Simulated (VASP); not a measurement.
# Fe (Im-3m) in VASP: further runs, part 2 of 2

VASP 6.6.1. The steps go on from the part before.

### Step 3. Single point, PBE, collinear spin, ferromagnetic start

This run uses another cell than the first one, of 12.74 Å³/atom, 1.060 times its volume.

INCAR

```
PREC = Accurate
ENCUT = 600
EDIFF = 1E-6
ISMEAR = -1
SIGMA = 0.05
LREAL = False
LASPH = True
NELM = 200
ALGO = Normal
ISIF = 2
LWAVE = False
LCHARG = False
ISPIN = 2
MAGMOM = 3
LORBIT = 11
LMAXMIX = 4
GGA = PE
NBANDS = 18
GGA_COMPAT = False
```

KPOINTS

```
Automatic mesh
0
Gamma
  13 13 13
```

POSCAR

```
Fe
1.0
   -1.4713013028      1.4713013028      1.4713013028
    1.4713013028     -1.4713013028      1.4713013028
    1.4713013028      1.4713013028     -1.4713013028
Fe
1
Direct
    0.0000000000      0.0000000000      0.0000000000
```

Potentials or basis: VASP PAW PBE potentials, release 64 (Fe_sv).

The run is started by

```bash
> cat potpaw_PBE.64/Fe_sv/POTCAR > POTCAR
> mpirun -np 1 vasp_std > vasp.out
```

It took 26 s on 1 thread of Intel Xeon Platinum 8375C at 2.90GHz (Ice Lake), shared host; peak memory 0.15 GiB.

It converged, with:

* Free energy: -8.2766 eV
* Pressure: -16.3 GPa
* Net moment: 2.51 μB per cell
* Site moments: Fe +2.52 μB
* Valence electrons inside the program's atomic spheres: Fe 13.69

Levels at points of the mesh, in eV from the Fermi level:
Spin up:
| k point | band 7 | band 8 | band 9 | band 10 | band 11 | band 12 |
| --- | --- | --- | --- | --- | --- | --- |
| (0.00, 0.00, 0.00) | -2.18 | -2.18 | -1.11 | -1.11 | 23.46 | 23.46 |
Spin down:
```csv
k point,band 5,band 6,band 7,band 8,band 9,band 10
"(0.00, 0.00, 0.00)",-7.69,0.12,0.12,0.12,1.87,1.87
```

### Step 4. Single point, PBEsol, collinear spin, ferromagnetic start

INCAR

```
SYSTEM = Fe
PREC     = Accurate       ! precision mode
ENCUT    = 600            ! plane-wave cutoff, eV
EDIFF    = 1E-6           ! SCF threshold, eV
ISMEAR   = -1             ! smearing method
SIGMA    = 0.05           ! smearing width, eV
LREAL    = .FALSE.        ! projectors in reciprocal space
LASPH    = .TRUE.         ! aspherical terms in the spheres
NELM     = 200            ! most SCF steps
ALGO     = Normal         ! electronic algorithm
ISIF     = 2              ! what is computed and relaxed
LWAVE    = .FALSE.        ! write WAVECAR
LCHARG   = .TRUE.         ! write CHGCAR
ISPIN    = 2              ! spin polarisation
MAGMOM   = 2.2            ! initial moments
LORBIT   = 11             ! projections on sites
NUPDOWN  = 2.2            ! fixed moment
LMAXMIX  = 4              ! l up to which the mixer works
GGA      = PS             ! functional
LELF     = .TRUE.         ! ELF
LVHAR    = .TRUE.       
NBANDS   = 18             ! bands
GGA_COMPAT= .FALSE.
```

KPOINTS

```
Automatic mesh
0
G
  11 11 11
  0 0 0
```

POSCAR

```
Fe
1.0
   -1.4430000000      1.4430000000      1.4430000000
    1.4430000000     -1.4430000000      1.4430000000
    1.4430000000      1.4430000000     -1.4430000000
Fe
1
Direct
    0.0000000000      0.0000000000      0.0000000000
```

The run is started by

```bash
> cat potpaw_PBE.64/Fe_sv/POTCAR > POTCAR
> mpirun -np 1 vasp_std > vasp.out
```

It took 18 s on 1 thread of Intel Xeon 6975P-C (Granite Rapids), shared host; peak memory 0.14 GiB.

The run converged. Its results:

```yaml
Free_energy: -8.9545 eV
Pressure: -22.3 GPa
Net_moment: 2.20 μB per cell
Site_moments: Fe +2.21 μB
Valence_electrons_inside_the_program's_atomic_spheres: Fe 13.70
```

Caveat: the PAW data sets were made with another functional, which shifts forces and pressure a little; the total moment is fixed, so each spin has its own Fermi level.

### Step 5. Single point, RPBE+D4, collinear spin, ferromagnetic start

This run uses another cell than the first one, of 11.10 Å³/atom, 0.924 times its volume.

INCAR

```
SYSTEM = Fe
PREC = Accurate ; ENCUT = 520
EDIFF = 1E-6 ; ISMEAR = -1
SIGMA = 0.05 ; LREAL = .False.
LASPH = .True. ; NELM = 150
ALGO = Normal ; ISIF = 2
LWAVE = .False. ; LCHARG = .False.
ISPIN = 2 ; MAGMOM = 3
LORBIT = 11 ; LMAXMIX = 4
GGA = RP ; IVDW = 13
NBANDS = 14
```

KPOINTS

```
Automatic mesh
0
Gamma
  13 13 13
  0 0 0
```

POSCAR

```
Fe
1.0
   -1.4052446467      1.4052446467      1.4052446467
    1.4052446467     -1.4052446467      1.4052446467
    1.4052446467      1.4052446467     -1.4052446467
Fe
1
Direct
    0.0000000000      0.0000000000      0.0000000000
```

Potentials or basis: VASP PAW PBE potentials, release 64 (Fe).

The run is started by

```bash
> cat potpaw_PBE.64/Fe/POTCAR > POTCAR
> mpirun -np 1 vasp_std > vasp.out
```

Wall time 13 s (1 thread of Intel Xeon 6975P-C (Granite Rapids), shared host); peak memory 0.14 GiB.

It converged, with:

```
Free energy                                           : -8.4338 eV
Pressure                                              : -0.1 GPa
Net moment                                            : 2.12 μB per cell
Site moments                                          : Fe +2.12 μB
Valence electrons inside the program's atomic spheres : Fe 7.31
Dispersion energy per atom                            : -0.693 eV
```

Levels at points of the mesh, in eV from the Fermi level:
Spin up:
| k point | band 2 | band 3 | band 4 | band 5 | band 6 | band 7 | band 8 | band 9 |
| --- | --- | --- | --- | --- | --- | --- | --- | --- |
| (0.00, 0.00, 0.00) | -2.35 | -2.35 | -2.35 | -1.13 | -1.13 | 25.24 | 25.24 | 25.24 |
Spin down:
```tsv
k point	band 1	band 2	band 3	band 4	band 5	band 6
(0.00, 0.00, 0.00)	-8.43	-0.48	-0.48	-0.48	1.68	1.68
```

Caveat: the PAW data sets were made with another functional, which shifts forces and pressure a little; pairwise dispersion overbinds metals, which lowers pressure and volume.

### Step 6. Single point, PBE, collinear spin, ferromagnetic start

INCAR

```
SYSTEM = Fe
PREC     = Accurate       ! precision mode
ENCUT    = 520            ! plane-wave cutoff, eV
EDIFF    = 1E-6           ! SCF threshold, eV
ISMEAR   = 0              ! smearing method
SIGMA    = 0.011          ! smearing width, eV
LREAL    = .False.        ! projectors in reciprocal space
LASPH    = .True.         ! aspherical terms in the spheres
NELM     = 150            ! most SCF steps
ALGO     = Normal         ! electronic algorithm
ISIF     = 2              ! what is computed and relaxed
LWAVE    = .False.        ! write WAVECAR
LCHARG   = .False.        ! write CHGCAR
ISPIN    = 2              ! spin polarisation
MAGMOM   = 3              ! initial moments
LORBIT   = 11             ! projections on sites
LMAXMIX  = 4              ! l up to which the mixer works
GGA      = PE             ! functional
NBANDS   = 14             ! bands
```

KPOINTS is that of step 5.

POSCAR

```
Fe
1.0
   -1.4430000000      1.4430000000      1.4430000000
    1.4430000000     -1.4430000000      1.4430000000
    1.4430000000      1.4430000000     -1.4430000000
Fe
1
Direct
    0.0000000000      0.0000000000      0.0000000000
```

Potentials or basis: VASP PAW PBE potentials, release 64 (Fe).

The run is started by

```bash
> cat potpaw_PBE.64/Fe/POTCAR > POTCAR
> mpirun -np 1 vasp_std > vasp.out
```

OUTCAR:

```text
SYSTEM = Fe
   PREC = Accurate
   ENCUT = 520
   EDIFF = 1E-6
   ISMEAR = 0
   LREAL = .False.
   LASPH = .True.
   NELM = 150
   ISIF = 2
   ISPIN = 2
   LORBIT = 11
   GGA = PE

 ion  position               nearest neighbor table
   1  0.000  0.000  0.000-

  LATTYP: Found a body centered cubic cell.
 ALAT       =     2.8860000000

  Lattice vectors:

 A1 = (  -1.4430000000,   1.4430000000,   1.4430000000)
 A2 = (   1.4430000000,  -1.4430000000,   1.4430000000)
 A3 = (   1.4430000000,   1.4430000000,  -1.4430000000)
[... 1023 lines left out ...]
  -------------------------------------------------------------------------------------
  Total       -0.6832910     -0.6832910     -0.6832910      0.0000000     -0.0000000      0.0000000
  in kB      -91.0871952    -91.0871952    -91.0871952      0.0000000     -0.0000000      0.0000000
  external PRESSURE =     -91.0871952 kB  Pullay stress =       0.0000000 kB

 VOLUME and BASIS-vectors are now :
 -----------------------------------------------------------------------------
  energy-cutoff  :      520.00
  volume of cell :       12.02
      direct lattice vectors                 reciprocal lattice vectors
    -1.443000000  1.443000000  1.443000000     0.000000000  0.346500347  0.346500347
     1.443000000 -1.443000000  1.443000000     0.346500347  0.000000000  0.346500347
     1.443000000  1.443000000 -1.443000000     0.346500347  0.346500347  0.000000000

 POSITION                                       TOTAL-FORCE (eV/Angst)
 -----------------------------------------------------------------------------------
      0.00000      0.00000      0.00000        -0.000000     -0.000000     -0.000000
 -----------------------------------------------------------------------------------
    total drift:                                0.000000     -0.000000      0.000000

  FREE ENERGIE OF THE ION-ELECTRON SYSTEM (eV)
  ---------------------------------------------------
  free  energy   TOTEN  =        -8.2161246651 eV

  energy  without entropy=       -8.2160165553  energy(sigma->0) =       -8.21607061

 total charge

# of ion       s       p       d       tot
------------------------------------------
    1        0.464   0.494   6.199   7.156

 magnetization (x)

# of ion       s       p       d       tot
------------------------------------------
    1       -0.014  -0.060   2.368   2.295
```

Run time: 14 s. Hardware: 1 thread of Intel Xeon 6975P-C (Granite Rapids), shared host; peak memory 0.14 GiB.

Results:

| Quantity | Value |
| --- | --- |
| Free energy | -8.2161 eV |
| Pressure | -9.1 GPa |
| Net moment | 2.28 μB per cell |
| Site moments | Fe +2.29 μB |
| Valence electrons inside the program's atomic spheres | Fe 7.16 |

### Step 7. Overview

```csv
level,potentials or basis,fixed moment (μB),cell,k mesh,cutoff (eV),smearing,second run,gap on the mesh (eV),pressure (GPa),moment (μB)
PBE,"VASP PAW PBE potentials, release 64 (Fe_sv)",0.8,"a = 2.499 Å, angles 109.5°, 1 atom",11 × 11 × 11,600,fermi-dirac 0.05 eV,valence_matched,-,-27.1,0.80
PBE,"VASP PAW PBE potentials, release 64 (Fe_sv)",-,"a = 2.548 Å, angles 109.5°, 1 atom",13 × 13 × 13,600,fermi-dirac 0.05 eV,valence_matched,none,-16.3,2.51
PBEsol,"VASP PAW PBE potentials, release 64 (Fe_sv)",2.2,"a = 2.499 Å, angles 109.5°, 1 atom",11 × 11 × 11,600,fermi-dirac 0.05 eV,valence_matched,-,-22.3,2.20
RPBE+D4,"VASP PAW PBE potentials, release 64 (Fe)",-,"a = 2.434 Å, angles 109.5°, 1 atom",13 × 13 × 13,520,fermi-dirac 0.05 eV,-,none,-0.1,2.12
PBE,"VASP PAW PBE potentials, release 64 (Fe)",-,"a = 2.499 Å, angles 109.5°, 1 atom",13 × 13 × 13,520,gaussian 0.011 eV,-,none,-9.1,2.28
```

Alike in all rows: task single point; spin collinear, ferromagnetic start.

Caveats: the total moment is fixed, so each spin has its own Fermi level (some runs); the PAW data sets were made with another functional, which shifts forces and pressure a little (some runs); pairwise dispersion overbinds metals, which lowers pressure and volume (some runs).

Absolute energies hang on the potentials; compare differences alone.
